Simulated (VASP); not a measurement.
# Li2O (f.bd3) (Fm-3m) in VASP: notebook, part 2 of 2

VASP 6.6.1.

### 3 Single point, PBE+D3(BJ)

This run uses another cell than the first one, of 7.71 Å³/atom, 0.951 times its volume.

INCAR

```
PREC     = Accurate       # precision mode
ENCUT    = 750            # plane-wave cutoff, eV
EDIFF    = 1E-6           # SCF threshold, eV
ISMEAR   = 0              # smearing method
SIGMA    = 0.02           # smearing width, eV
LREAL    = False          # projectors in reciprocal space
LASPH    = True           # aspherical terms in the spheres
NELM     = 120            # most SCF steps
ALGO     = Normal         # electronic algorithm
ISIF     = 2              # what is computed and relaxed
LWAVE    = False          # write WAVECAR
LCHARG   = False          # write CHGCAR
GGA      = PE             # functional
IVDW     = 12             # dispersion correction
NBANDS   = 13             # bands
GGA_COMPAT= False
```

KPOINTS

```
regular mesh
0
Gamma
  8 8 8
```

POSCAR

```
Li2O
1.0
    0.0000000000      2.2615550665      2.2615550665
    2.2615550665      0.0000000000      2.2615550665
    2.2615550665      2.2615550665      0.0000000000
O Li
1 2
Direct
    0.0000000000      0.0000000000      0.0000000000
    0.2500000000      0.2500000000      0.2500000000
    0.7500000000      0.7500000000      0.7500000000
```

Potentials or basis: VASP PAW PBE potentials, release 64 (O, Li_sv).

Launch:

```console
> cat potpaw_PBE.64/O/POTCAR potpaw_PBE.64/Li_sv/POTCAR > POTCAR
> mpirun -np 1 vasp_std > vasp.out
```

It took 31 s on 1 thread of Intel Xeon 8259CL, shared host; peak memory 0.17 GiB.

It converged, with:

| Property | Result |
| --- | --- |
| Free energy | -15.1714 eV |
| Pressure | -0.2 GPa |
| Band gap on the k mesh | 5.10 eV, indirect (least direct gap 5.75 eV) |
| Dispersion energy per atom | -0.282 eV |

Levels at points of the mesh, in eV from the valence-band top:
| k point | band 3 | band 4 | band 5 | band 6 | band 7 | band 8 | band 9 | band 10 |
| --- | --- | --- | --- | --- | --- | --- | --- | --- |
| (0.00, 0.00, 0.00) | -15.55 | 0.00 | 0.00 | 0.00 | 5.75 | 12.31 | 12.31 | 12.31 |
| (0.50, 0.00, 0.00) | -15.32 | -2.93 | -0.48 | -0.48 | 9.63 | 10.46 | 12.42 | 12.42 |
| (0.50, 0.50, 0.00) | -15.28 | -1.65 | -1.49 | -1.49 | 5.10 | 14.15 | 14.15 | 15.56 |

A k mesh can miss the band edges.

### 4 Single point, PBE+D3(BJ)

This run uses another cell than the first one, of 7.71 Å³/atom, 0.951 times its volume.

INCAR

```
PREC = Accurate
ENCUT = 750
EDIFF = 1E-6
ISMEAR = 0
SIGMA = 0.02
LREAL = F
LASPH = T
NELM = 120
ALGO = Normal
ISIF = 2
LWAVE = F
LCHARG = F
GGA = PE
IVDW = 12
NBANDS = 13
GGA_COMPAT = F
```

KPOINTS

```
Automatic mesh
0
Gamma
  10 10 10
```

POSCAR is that of step 3.

Potentials or basis: VASP PAW PBE potentials, release 64 (O, Li_sv).

Launch:

```console
> cat potpaw_PBE.64/O/POTCAR potpaw_PBE.64/Li_sv/POTCAR > POTCAR
> mpirun -np 1 vasp_std > vasp.out
```

OUTCAR:

```text
PREC = Accurate
   ENCUT = 750
   EDIFF = 1E-6
   ISMEAR = 0
   LREAL = F
   LASPH = T
   NELM = 120
   ISIF = 2
   GGA = PE
   IVDW = 12
 IVDW          = 12

 ion  position               nearest neighbor table
   1  0.000  0.000  0.000-   2 1.96   3 1.96   3 1.96   3 1.96   2 1.96   2 1.96   3 1.96   2 1.96

   2  0.250  0.250  0.250-   1 1.96   1 1.96   1 1.96   1 1.96   3 2.26   3 2.26   3 2.26   3 2.26
                             3 2.26   3 2.26
   3  0.750  0.750  0.750-   1 1.96   1 1.96   1 1.96   1 1.96   2 2.26   2 2.26   2 2.26   2 2.26
[... 586 lines left out ...]

  FORCE on cell =-STRESS in cart. coord.  units (eV):
  Direction    XX          YY          ZZ          XY          YZ          ZX
  --------------------------------------------------------------------------------------
  -------------------------------------------------------------------------------------
  Total      -0.02137    -0.02137    -0.02137     0.00000     0.00000    -0.00000
  in kB      -1.47971    -1.47971    -1.47971     0.00000     0.00000    -0.00000
  external pressure =       -1.48 kB  Pullay stress =        0.00 kB

 VOLUME and BASIS-vectors are now :
 -----------------------------------------------------------------------------
  energy-cutoff  :      750.00
  volume of cell :       23.13
      direct lattice vectors                 reciprocal lattice vectors
     0.000000000  2.261555067  2.261555067    -0.221086812  0.221086812  0.221086812
     2.261555067  0.000000000  2.261555067     0.221086812 -0.221086812  0.221086812
     2.261555067  2.261555067  0.000000000     0.221086812  0.221086812 -0.221086812

 POSITION                                       TOTAL-FORCE (eV/Angst)
 -----------------------------------------------------------------------------------
      0.00000      0.00000      0.00000        -0.000000      0.000000     -0.000000
      1.13078      1.13078      1.13078         0.000000      0.000000      0.000000
      3.39233      3.39233      3.39233        -0.000000     -0.000000     -0.000000
 -----------------------------------------------------------------------------------
    total drift:                                0.000000     -0.000000      0.000000

  FREE ENERGIE OF THE ION-ELECTRON SYSTEM (eV)
  ---------------------------------------------------
  free  energy   TOTEN  =       -15.1714824005 eV

  energy  without entropy=      -15.1714824005  energy(sigma->0) =      -15.17148240
```

OSZICAR:

```text
N       E                     dE             d eps       ncg     rms          rms(c)
DAV:   1     0.564414734896E+02    0.56441E+02   -0.72736E+03  1222   0.128E+03
DAV:   2    -0.102960226669E+02   -0.66737E+02   -0.63551E+02  1453   0.263E+02
DAV:   3    -0.160127999989E+02   -0.57168E+01   -0.56581E+01  2230   0.573E+01
DAV:   4    -0.161145115222E+02   -0.10171E+00   -0.10169E+00  1412   0.778E+00
DAV:   5    -0.161150664348E+02   -0.55491E-03   -0.55491E-03  1736   0.545E-01    0.753E+00
DAV:   6    -0.143491974167E+02    0.17659E+01   -0.80800E+00  1287   0.154E+01    0.273E+00
DAV:   7    -0.143261564551E+02    0.23041E-01   -0.16150E-01  1550   0.293E+00    0.151E+00
DAV:   8    -0.143271812117E+02   -0.10248E-02   -0.65130E-02  1475   0.252E+00    0.430E-01
DAV:   9    -0.143252318365E+02    0.19494E-02   -0.60588E-03  1515   0.643E-01    0.126E-01
DAV:  10    -0.143255965018E+02   -0.36467E-03   -0.79564E-04  1427   0.217E-01    0.476E-02
DAV:  11    -0.143255787831E+02    0.17719E-04   -0.37088E-05  1629   0.656E-02    0.125E-02
DAV:  12    -0.143255808149E+02   -0.20318E-05   -0.52774E-06  1543   0.230E-02    0.670E-03
DAV:  13    -0.143255803740E+02    0.44086E-06   -0.22973E-06  1537   0.135E-02
   1 F= -.15171482E+02 E0= -.15171482E+02  d E =-.162280E-80
```

stdout:

```text
POSCAR found type information on POSCAR O Li
 POSCAR found :  2 types and       3 ions
 scaLAPACK will be used
 LDA part: xc-table for (Slater+PW92), standard interpolation
 POSCAR, INCAR and KPOINTS ok, starting setup
 FFT: planning ... GRIDC
 FFT: planning ... GRID_SOFT
 FFT: planning ... GRID
 WAVECAR not read
 entering main loop
```

Wall time 48 s (1 thread of Intel Xeon 8259CL, shared host); peak memory 0.18 GiB.

What came out:

```yaml
Free_energy: -15.1715 eV
Pressure: -0.1 GPa
Band_gap_on_the_k_mesh: 5.10 eV, indirect (least direct gap 5.75 eV)
Dispersion_energy_per_atom: -0.282 eV
```

A k mesh can miss the band edges.

### 5 Relaxation of cell and atoms, PBE+D3(BJ)

INCAR

```
SYSTEM = Li2O
ALGO     = Normal         ! electronic algorithm
EDIFF    = 1E-7           ! SCF threshold, eV
EDIFFG   = -0.002         ! ionic threshold
ENCUT    = 750            ! plane-wave cutoff, eV
GGA      = PE             ! functional
GGA_COMPAT= .False.      
IBRION   = 2              ! ionic algorithm
ISIF     = 3              ! what is computed and relaxed
ISMEAR   = 0              ! smearing method
IVDW     = 12             ! dispersion correction
LASPH    = .True.         ! aspherical terms in the spheres
LCHARG   = .False.        ! write CHGCAR
LREAL    = .False.        ! projectors in reciprocal space
LWAVE    = .False.        ! write WAVECAR
NELM     = 120            ! most SCF steps
NELMIN   = 4            
NSW      = 100            ! ionic steps
PREC     = Accurate       ! precision mode
SIGMA    = 0.02           ! smearing width, eV
```

KPOINTS

```
k-points
0
Gamma
  8 8 8
  0 0 0
```

POSCAR

```
Li2O
1.0
    0.0000000000      2.3000000000      2.3000000000
    2.3000000000      0.0000000000      2.3000000000
    2.3000000000      2.3000000000      0.0000000000
O Li
1 2
Direct
    0.0000000000      0.0000000000      0.0000000000
    0.2500000000      0.2500000000      0.2500000000
    0.7500000000      0.7500000000      0.7500000000
```

Launch:

```console
> cat potpaw_PBE.64/O/POTCAR potpaw_PBE.64/Li_sv/POTCAR > POTCAR
> mpirun -np 1 vasp_std > vasp.out
```

Wall time 54 s (1 thread of Intel Xeon 8259CL, shared host); peak memory 0.17 GiB.

It converged, with:

| Property | Result |
| --- | --- |
| Free energy | -15.1743 eV |
| Relaxed volume | 7.71 Å³/atom |
| Relaxed cell | a = 3.198 Å, b = 3.198 Å, c = 3.198 Å, α = 60.00°, β = 60.00°, γ = 60.00° |
| Space group after relaxing (to 0.05 Å) | Fm-3m (No. 225) |
| Energy gained by relaxing | 5.7 meV/atom |
| Ionic steps | 3 |
| Pressure after relaxing | 0.0 GPa |
| Band gap on the k mesh | 5.10 eV, indirect (least direct gap 5.75 eV) |
| Dispersion energy per atom | -0.282 eV |

The path:
```csv
step,energy change (eV),largest force (eV/Å),pressure (GPa),volume (Å³)
1,0.0000,0.0000,-4.36,24.33
2,-0.0148,0.0000,-1.72,23.56
3,-0.0172,0.0000,-0.02,23.13
```

Final structure:
```
CELL_PARAMETERS angstrom
0.00000 2.26143 2.26143
2.26143 0.00000 2.26143
2.26143 2.26143 0.00000
ATOMIC_POSITIONS crystal
O 0.00000 0.00000 0.00000
Li 0.25000 0.25000 0.25000
Li 0.75000 0.75000 0.75000
```

Levels at points of the mesh, in eV from the valence-band top:
```
           k point  band 2  band 3  band 4  band 5  band 6  band 7  band 8  band 9  band 10
(0.00, 0.00, 0.00)  -42.47  -15.55    0.00    0.00    0.00    5.75   12.31   12.31    12.31
(0.50, 0.00, 0.00)  -42.65  -15.32   -2.93   -0.48   -0.48    9.64   10.46   12.42    12.42
(0.50, 0.50, 0.00)  -42.58  -15.28   -1.65   -1.49   -1.49    5.10   14.15   14.15    15.57
```

A k mesh can miss the band edges. Expect the measured gap to be larger: semilocal functionals such as PBE lack the derivative discontinuity.

### 6 Summary

| task | cell | k mesh | smearing | gap on the mesh (eV) | pressure (GPa) |
| --- | --- | --- | --- | --- | --- |
| single point | a = 3.253 Å, angles 60.0°, 3 atoms | 6 × 6 × 6 | gaussian 0.1 eV | 5.00 | -4.4 |
| single point | a = 3.198 Å, angles 60.0°, 3 atoms | 8 × 8 × 8 | gaussian 0.02 eV | 5.10 | -0.2 |
| single point | a = 3.198 Å, angles 60.0°, 3 atoms | 10 × 10 × 10 | gaussian 0.02 eV | 5.10 | -0.1 |
| relaxation of cell and atoms | relaxed from a = 3.253 Å, angles 60.0°, 3 atoms | 8 × 8 × 8 | gaussian 0.02 eV | 5.10 | 0.0 |

Alike in all rows: level PBE+D3(BJ); potentials or basis VASP PAW PBE potentials, release 64 (O, Li_sv); no spin polarisation; cutoff (eV) 750.

Absolute energies hang on the potentials; compare differences alone.
